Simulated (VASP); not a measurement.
# NaH (Fm-3m) in VASP: notebook

The runs below take NaH through single point, with HSE06, PBE0.

Program: VASP 6.6.1. These are calculated values, not measurements. Logs are shortened: lines on timing, memory, paths and dates and some standing lists are left out, and cuts for length are marked.

## Step 1: The cell of the first run

The structure is cubic, space group Fm-3m (No. 225). The conventional cell has a = 4.795 Å, b = 4.795 Å, c = 4.795 Å, α = 90.00°, β = 90.00°, γ = 90.00°. Within 3.2 Å of Na (site symmetry m-3m) lie 6 H at 2.40 Å. H (site symmetry m-3m) has 6 Na at 2.40 Å within 3.2 Å.

## Step 2: Single point, HSE06

File POSCAR:

```
NaH
1.0
    0.0000000000      2.3975126473      2.3975126473
    2.3975126473      0.0000000000      2.3975126473
    2.3975126473      2.3975126473      0.0000000000
Na H
1 1
Direct
    0.0000000000      0.0000000000      0.0000000000
    0.5000000000      0.5000000000      0.5000000000
```

File INCAR.step1:

```
  ALGO = Normal
  EDIFF = 1E-5
  ENCUT = 520
  GGA = PE
  ISIF = 2
  ISMEAR = 0
  LASPH = T
  LCHARG = F
  LREAL = F
  LWAVE = T
  NBANDS = 11
  NELM = 80
  PREC = Accurate
  SIGMA = 0.01
```

File INCAR.step2:

```
  ALGO = Normal
  EDIFF = 1E-6
  ENCUT = 520
  GGA = PE
  HFSCREEN = 0.2079
  ISIF = 2
  ISMEAR = 0
  ISTART = 1
  LASPH = T
  LCHARG = F
  LHFCALC = T
  LREAL = F
  LWAVE = F
  NBANDS = 11
  NELM = 80
  PREC = Accurate
  PRECFOCK = Normal
  SIGMA = 0.01
```

File KPOINTS:

```
k-points
0
Gamma
  6 6 6
```

Potentials or basis: VASP PAW PBE potentials, release 64 (Na_pv, H).

Run with:

```sh
$ cat potpaw_PBE.64/Na_pv/POTCAR potpaw_PBE.64/H/POTCAR > POTCAR
$ cp INCAR.step1 INCAR
$ mpirun -np 1 vasp_std > vasp.out
$ cp INCAR.step2 INCAR
$ mpirun -np 1 vasp_std > vasp.out
```

OUTCAR:

```text
EDIFF = 1E-6
   ENCUT = 520
   GGA = PE
   HFSCREEN = 0.2079
   ISIF = 2
   ISMEAR = 0
   ISTART = 1
   LASPH = T
   LHFCALC = T
   LREAL = F
   NELM = 80
   PREC = Accurate
   PRECFOCK = Normal

 ion  position               nearest neighbor table
   1  0.000  0.000  0.000-
   2  0.500  0.500  0.500-

  LATTYP: Found a face centered cubic cell.
 ALAT       =     4.7950252946

  Lattice vectors:

 A1 = (   0.0000000000,   2.3975126473,   2.3975126473)
 A2 = (   2.3975126473,   0.0000000000,   2.3975126473)
 A3 = (   2.3975126473,   2.3975126473,   0.0000000000)

Analysis of symmetry for initial positions (statically):
=====================================================================
 Subroutine PRICEL returns:
 Original cell was already a primitive cell.

 Routine SETGRP: Setting up the symmetry group for a
 face centered cubic supercell.

 Subroutine GETGRP returns: Found 48 space group operations
 (whereof 48 operations were pure point group operations)
 out of a pool of 48 trial point group operations.

The static configuration has the point symmetry O_h .

Analysis of symmetry for dynamics (positions and initial velocities):
=====================================================================
 Subroutine PRICEL returns:
 Original cell was already a primitive cell.

 Routine SETGRP: Setting up the symmetry group for a
 face centered cubic supercell.

 Subroutine GETGRP returns: Found 48 space group operations
 (whereof 48 operations were pure point group operations)
 out of a pool of 48 trial point group operations.

The dynamic configuration has the point symmetry O_h .

 Subroutine INISYM returns: Found 48 space group operations
 (whereof 48 operations are pure point group operations),
 and found     1 'primitive' translations

----------------------------------------------------------------------------------------

                                     Primitive cell

  volume of cell :      27.5621

  direct lattice vectors                    reciprocal lattice vectors
     0.000000000  2.397512647  2.397512647    -0.208549473  0.208549473  0.208549473
     2.397512647  0.000000000  2.397512647     0.208549473 -0.208549473  0.208549473
     2.397512647  2.397512647  0.000000000     0.208549473  0.208549473 -0.208549473

  length of vectors
     3.390594902  3.390594902  3.390594902     0.361218284  0.361218284  0.361218284

  position of ions in fractional coordinates (direct lattice)
     0.000000000  0.000000000  0.000000000
     0.500000000  0.500000000  0.500000000

  ion indices of the primitive-cell ions
   primitive index   ion index
                 1           1
                 2           2

----------------------------------------------------------------------------------------

 KPOINTS: k-points

Automatic generation of k-mesh.
 Grid dimensions read from file:
 generate k-points for:    6    6    6

 Generating k-lattice:

  Cartesian coordinates                     Fractional coordinates (reciprocal lattice)
    -0.034758246  0.034758246  0.034758246     0.166666667  0.000000000  0.000000000
     0.034758246 -0.034758246  0.034758246     0.000000000  0.166666667  0.000000000
     0.034758246  0.034758246 -0.034758246     0.000000000  0.000000000  0.166666667

  Length of vectors
     0.060203047  0.060203047  0.060203047

  Shift w.r.t. Gamma in fractional coordinates (k-lattice)
     0.000000000  0.000000000  0.000000000

 Subroutine IBZKPT returns following result:
 ===========================================

 Found     16 irreducible k-points:

 Following reciprocal coordinates:
            Coordinates               Weight
  0.000000  0.000000  0.000000      1.000000
  0.166667  0.000000  0.000000      8.000000
  0.333333  0.000000  0.000000      8.000000
  0.500000  0.000000  0.000000      4.000000
  0.166667  0.166667  0.000000      6.000000
  0.333333  0.166667  0.000000     24.000000
[... 8 lines left out ...]
 -0.333333  0.333333  0.166667     24.000000
 -0.333333  0.500000  0.166667     12.000000
   k-points           NKPTS =     16   k-points in BZ     NKDIM =    216   number of bands    NBANDS=     11
   number of dos      NEDOS =    301   number of ions     NIONS =      2
   total plane-waves  NPLWV =  21952
   dimension x,y,z NGX =    28 NGY =   28 NGZ =   28
   dimension x,y,z NGXF=    56 NGYF=   56 NGZF=   56
   ions per type =               1   1
   NGX,Y,Z   is equivalent  to a cutoff of  13.73, 13.73, 13.73 a.u.
   NGXF,Y,Z  is equivalent  to a cutoff of  27.46, 27.46, 27.46 a.u.
 SYSTEM =  unknown system
   PREC   = accura    normal or accurate (medium, high low for compatibility)
   ISTART =      1    job   : 0-new  1-cont  2-samecut
   ICHARG =      0    charge: 1-file 2-atom 10-const
   ISPIN  =      1    spin polarized calculation?
   LNONCOLLINEAR =      F non collinear calculations
   LSORBIT =      F    spin-orbit coupling
   LASPH  =      T    aspherical Exc in radial PAW
   ENCUT  =  520.0 eV  38.22 Ry    6.18 a.u.   6.30  6.30  6.30*2*pi/ulx,y,z
   NELM   =     80;   NELMIN=  2; NELMDL=  0     # of ELM steps
   EDIFF  = 0.1E-05   stopping-criterion for ELM
   LREAL  =      F    real-space projection
   EDIFFG = 0.1E-04   stopping-criterion for IOM
   NSW    =      0    number of steps for IOM
   IBRION =     -1    ionic relax: 0-MD 1-quasi-New 2-CG
   NFREE  =      0    steps in history (QN), initial steepest desc. (CG)
   ISIF   =      2    stress and relaxation
   ISYM   =      3    0-nonsym 1-usesym 2-fastsym
   POTIM  = 0.5000    time-step for ionic-motion
   TEBEG  =    0.0;   TEEND  =   0.0 temperature during run
   PSTRESS=    0.0 pullay stress
   NELECT =       8.0000    total number of electrons
   NUPDOWN=      -1.0000    fix difference up-down
   EMIN   =  10.00;   EMAX   =-10.00  energy-range for DOS
   EFERMI =   0.00;   METHOD = LEGACY
   ISMEAR =     0;   SIGMA  =   0.01  broadening in eV -4-tet -1-fermi 0-gaus
   EFERMI_NEDOS =   21; number of points for ismear=-14 and -15
   IALGO  =     38    algorithm
   IMIX   =      1    mixing-type and parameters
     AMIX     =   0.40;   BMIX     =  1.00
     AMIX_MAG =   1.60;   BMIX_MAG =  1.00
  volume/ion in A,a.u.               =      13.78        93.00
  Fermi-wavevector in a.u.,A,eV,Ry     =   1.083928  2.048328 15.985495  1.174901
  Thomas-Fermi vector in A             =   2.220006
   LORBIT       =      0    0 simple, 1 ext, 2 COOP (PROOUT), +10 PAW based schemes
   GGA     = PE    functional components
   LHFCALC =     T    Hartree Fock is set to
   PRECFOCK=normal    Normal, Fast or Accurate (Low or Medium for compatibility)
   ENCUT4O =  -1.0   cutoff for four orbital integrals eV
   NKREDX  =     1    reduce k-point grid by
   NKREDY  =     1    reduce k-point grid by
   NKREDZ  =     1    reduce k-point grid by
   AEXX    =    0.2500 exact exchange contribution
   HFSCREEN=    0.2079 screening length (either q_TF or 0.3 A-1)
   HFSCREENC=   0.2079 screening length for correlation (either q_TF or 0.3 A-1)
   ENCUTFOCK=  -1.0 apply spherical cutoff to Coloumb kernel
   IVDW    =     0    specifies the selected vdW correction
   LEPSILON=     F    determine dielectric tensor
   LRPA    =     F    only Hartree local field effects (RPA)
 non-spin polarized calculation
 Gauss-broadening in eV      SIGMA  =   0.01
  energy-cutoff  :      520.00
  volume of cell :       27.56
 maximum number of plane-waves:       754
 NGX is ok and might be reduce to    28
  NGX = 20; NGY = 20; NGZ = 20

 number of electron       7.9999992 magnetization

 Free energy of the ion-electron system (eV)
  ---------------------------------------------------
  ext. energy  EPLUGINS =         0.00000000
  ---------------------------------------------------
  free energy    TOTEN  =        -5.76275727 eV

  energy without entropy =       -5.76275727  energy(sigma->0) =       -5.76275727

 E-fermi :  -1.7815     XC(G=0):  -6.5790

 val. band max:       -1.8305596097   @ k =  -0.3333   0.5000   0.1667
 cond. band min:       3.0621874421   @ k =   0.5000   0.0000   0.0000
 fundamental gap:      4.8927470518
 Fermi energy:        -1.7814956915

 k-point     1 :       0.0000    0.0000    0.0000
  band No.  band energies     occupation
      1     -26.1342      2.00000
      2     -26.1342      2.00000
      3     -26.1342      2.00000
      4      -5.8063      2.00000
      5      10.4045      0.00000
      6      15.3943      0.00000
      7      15.3943      0.00000
      8      15.3943      0.00000
      9      16.4568      0.00000
     10      16.4568      0.00000
     11      16.4568      0.00000

 k-point     2 :       0.1667    0.0000    0.0000
  band No.  band energies     occupation
      1     -26.1586      2.00000
      2     -26.1370      2.00000
      3     -26.1370      2.00000
      4      -5.2707      2.00000
      5       8.6191      0.00000
      6      12.0954      0.00000
      7      14.3144      0.00000
      8      14.3145      0.00000
      9      17.6204      0.00000
     10      17.6205      0.00000
     11      17.9052      0.00000

 k-point     3 :       0.3333    0.0000    0.0000
  band No.  band energies     occupation
      1     -26.2066      2.00000
      2     -26.1425      2.00000
      3     -26.1425      2.00000
      4      -3.8551      2.00000
      5       5.0105      0.00000
      6      10.8494      0.00000
      7      13.4467      0.00000
      8      13.4467      0.00000
      9      16.8232      0.00000
     10      16.8232      0.00000
     11      19.0612      0.00000
[... 155 lines left out ...]
 k-point    15 :      -0.3333    0.3333    0.1667
  band No.  band energies     occupation
      1     -26.2052      2.00000
      2     -26.1798      2.00000
      3     -26.1585      2.00000
      4      -2.0706      2.00000
      5       4.4705      0.00000
      6       6.3279      0.00000
      7       9.5051      0.00000
      8      15.4396      0.00000
      9      16.5695      0.00000
     10      19.0883      0.00000
     11      21.0994      0.00000

 k-point    16 :      -0.3333    0.5000    0.1667
  band No.  band energies     occupation
      1     -26.2041      2.00000
      2     -26.1784      2.00000
      3     -26.1679      2.00000
      4      -1.8306      2.00000
      5       4.5918      0.00000
      6       6.5765      0.00000
      7       8.3682      0.00000
      8      14.7432      0.00000
      9      15.1014      0.00000
     10      20.9004      0.00000
     11      20.9938      0.00000

------------------------ aborting loop because EDIFF is reached ----------------------------------------

  FORCE on cell =-STRESS in cart. coord.  units (eV):
  Direction    XX          YY          ZZ          XY          YZ          ZX
  --------------------------------------------------------------------------------------
  -------------------------------------------------------------------------------------
  Total        0.0286115      0.0286115      0.0286115      0.0000000      0.0000000      0.0000000
  in kB        1.6631759      1.6631759      1.6631759      0.0000000      0.0000000      0.0000000
  external PRESSURE =       1.6631759 kB  Pullay stress =       0.0000000 kB

 VOLUME and BASIS-vectors are now :
 -----------------------------------------------------------------------------
  energy-cutoff  :      520.00
  volume of cell :       27.56
      direct lattice vectors                 reciprocal lattice vectors
     0.000000000  2.397512647  2.397512647    -0.208549473  0.208549473  0.208549473
     2.397512647  0.000000000  2.397512647     0.208549473 -0.208549473  0.208549473
     2.397512647  2.397512647  0.000000000     0.208549473  0.208549473 -0.208549473

 POSITION                                       TOTAL-FORCE (eV/Angst)
 -----------------------------------------------------------------------------------
      0.00000      0.00000      0.00000        -0.000000     -0.000000      0.000000
      2.39751      2.39751      2.39751         0.000000      0.000000     -0.000000
 -----------------------------------------------------------------------------------
    total drift:                                0.000001      0.000001      0.000001

  FREE ENERGIE OF THE ION-ELECTRON SYSTEM (eV)
  ---------------------------------------------------
  free  energy   TOTEN  =        -5.7627572668 eV

  energy  without entropy=       -5.7627572668  energy(sigma->0) =       -5.76275727
```

It took 5.1 min on 1 thread of Intel Xeon Platinum 8259CL at 2.50GHz (Skylake/Cascade Lake), shared host; peak memory 0.26 GiB.

What came out:

* Free energy: -5.7628 eV
* Pressure: 0.2 GPa
* Band gap on the k mesh: 4.89 eV (least direct gap 5.81 eV)

Levels at points of the mesh, in eV from the valence-band top:
| k point | band 1 | band 2 | band 3 | band 4 | band 5 | band 6 | band 7 | band 8 |
| --- | --- | --- | --- | --- | --- | --- | --- | --- |
| (0.00, 0.00, 0.00) | -24.30 | -24.30 | -24.30 | -3.98 | 12.24 | 17.22 | 17.22 | 17.22 |
| (0.50, 0.00, 0.00) | -24.40 | -24.31 | -24.31 | -0.92 | 4.89 | 12.37 | 14.99 | 14.99 |
| (0.50, 0.50, 0.00) | -24.39 | -24.34 | -24.34 | -0.14 | 5.76 | 11.40 | 12.18 | 12.18 |

Caveat: the PAW data sets were made with another functional, which shifts forces and pressure a little.

## Step 3: Single point, PBE0

POSCAR is that of step 2.

File INCAR.step1:

```
SYSTEM = NaH
  ALGO = Normal
  EDIFF = 1E-5
  ENCUT = 520
  GGA = PE
  ISIF = 2
  ISMEAR = 0
  LASPH = .True.
  LCHARG = .False.
  LREAL = .False.
  LWAVE = .True.
  NBANDS = 11
  NELM = 100
  PREC = Accurate
  SIGMA = 0.01
```

File INCAR.step2:

```
SYSTEM = NaH
  AEXX = 0.25
  ALGO = Normal
  EDIFF = 1E-6
  ENCUT = 520
  GGA = PE
  ISIF = 2
  ISMEAR = 0
  ISTART = 1
  LASPH = .True.
  LCHARG = .False.
  LHFCALC = .True.
  LREAL = .False.
  LWAVE = .False.
  NBANDS = 11
  NELM = 100
  PREC = Accurate
  PRECFOCK = Normal
  SIGMA = 0.01
```

File KPOINTS:

```
k-points
0
Gamma
  6 6 6
  0 0 0
```

Potentials or basis: VASP PAW PBE potentials, release 64 (Na_pv, H).

Run with:

```sh
$ cat potpaw_PBE.64/Na_pv/POTCAR potpaw_PBE.64/H/POTCAR > POTCAR
$ cp INCAR.step1 INCAR
$ mpirun -np 1 vasp_std > vasp.out
$ cp INCAR.step2 INCAR
$ mpirun -np 1 vasp_std > vasp.out
```

Wall time 4.8 min (1 thread of Intel Xeon Platinum 8259CL at 2.50GHz (Skylake/Cascade Lake), shared host); peak memory 0.16 GiB.

It converged, with:

```
Free energy            : -6.1182 eV
Pressure               : 0.2 GPa
Band gap on the k mesh : 5.63 eV (least direct gap 6.56 eV)
```

Levels at points of the mesh, in eV from the valence-band top:
```tsv
k point	band 1	band 2	band 3	band 4	band 5	band 6	band 7	band 8
(0.00, 0.00, 0.00)	-24.33	-24.33	-24.33	-4.03	13.01	17.99	17.99	17.99
(0.50, 0.00, 0.00)	-24.42	-24.34	-24.34	-0.93	5.63	13.12	15.77	15.77
(0.50, 0.50, 0.00)	-24.41	-24.36	-24.36	-0.14	6.49	12.13	12.96	12.96
```

Caveat: the PAW data sets were made with another functional, which shifts forces and pressure a little.
